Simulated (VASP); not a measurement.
A run of VASP 6.6.1:

Contents of INCAR:

```
PREC = Accurate
ENCUT = 600
EDIFF = 1E-6
ISMEAR = 0
SIGMA = 0.1
LREAL = False
LASPH = True
NELM = 80
ALGO = Normal
ISIF = 3
LWAVE = False
LCHARG = False
GGA = PE
IBRION = 2
NSW = 90
EDIFFG = -0.04
```

The input KPOINTS:

```
Automatic mesh
0
Gamma
  8 4 4
```

File POSCAR:

```
SnCl
1.0
    2.3890463600      0.0000000000      0.0000000000
    0.0000000000      4.4443200500      0.0000000000
    0.0000000000      0.0000000000      5.8585704000
Sn Cl
1 1
Direct
    0.5000000000      0.5000000000      0.0000000000
    0.5000000000      0.0000000000      0.5000000000
```

Potentials or basis: VASP PAW PBE potentials, release 64 (Sn_d, Cl).

The run is started by

```sh
$ cat potpaw_PBE.64/Sn_d/POTCAR potpaw_PBE.64/Cl/POTCAR > POTCAR
$ mpirun -np 1 vasp_std > vasp.out
```

Hardware: 1 thread of Intel(R) Xeon(R) 6975P-C (Granite Rapids) (shared host).

**Question.** How long does it take, and how much memory?

**Answer.** Run time: 5.5 min on 1 thread of Intel(R) Xeon(R) 6975P-C (Granite Rapids), with other jobs on the host, peak memory 0.22 GiB. Counts: scf iterations 196, k points 45, ion steps 25.
